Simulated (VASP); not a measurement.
# SiO2: single point with PBE

Crystal: SiO2.

```xyz
6
Lattice="4.1936 0.0000 0.0000 0.0000 4.1936 0.0000 0.0000 0.0000 2.7443" Properties=species:S:1:pos:R:3 pbc="T T T"
Si    2.0968    2.0968    1.3721
Si    0.0000    0.0000    0.0000
O     2.9062    2.9062    0.0000
O     0.8094    3.3842    1.3721
O     1.2874    1.2874    0.0000
O     3.3842    0.8094    1.3721
```

```
Program             : VASP 6.6.1
Task                : single point
Functional          : PBE
Potentials or basis : VASP PAW PBE potentials, release 64 (Si, O)
Cutoff              : 520 eV
k mesh              : 6 × 6 × 10
Occupations         : gaussian, width 0.05 eV
Spin                : no spin polarisation
```

```json
{
  "Pressure": "-1.0 GPa",
  "Largest force": "0.224 eV/Å",
  "Band gap on the k mesh": "4.91 eV"
}
```

Forces in eV/Å, atoms in the order of the input:
```
Si   0.000  0.000  0.000
Si   0.000  0.000  0.000
O    0.159  0.159  0.000
O    0.159 -0.159  0.000
O   -0.159 -0.159  0.000
O   -0.159  0.159  0.000
```

Stress tensor (GPa, compression positive):
```
 3.01  0.00  0.00
 0.00  3.01  0.00
 0.00  0.00 -9.11
```

Levels at points of the mesh, in eV from the valence-band top:
```tsv
k point	band 14	band 15	band 16	band 17	band 18	band 19
(0.00, 0.00, 0.00)	-0.82	-0.82	0.00	4.91	6.17	7.90
(0.50, 0.00, 0.00)	-2.72	-1.01	-1.01	7.07	7.07	8.50
(0.50, 0.50, 0.00)	-2.61	-2.07	-2.07	6.75	6.75	9.46
(0.00, 0.00, 0.50)	-2.96	-2.55	-2.55	8.68	8.68	12.29
(0.50, 0.00, 0.50)	-2.14	-1.65	-1.65	8.49	8.49	9.68
(0.50, 0.50, 0.50)	-1.66	-1.45	-1.45	6.89	6.89	10.80
```

Wall time 22 s on 1 thread of AMD EPYC 9R45 96-Core Processor (Zen 5), with other jobs on the host, peak memory 0.15 GiB.

Caveat: the stress differs along the axes, from -9 to 3 GPa. A k mesh can miss the band edges.
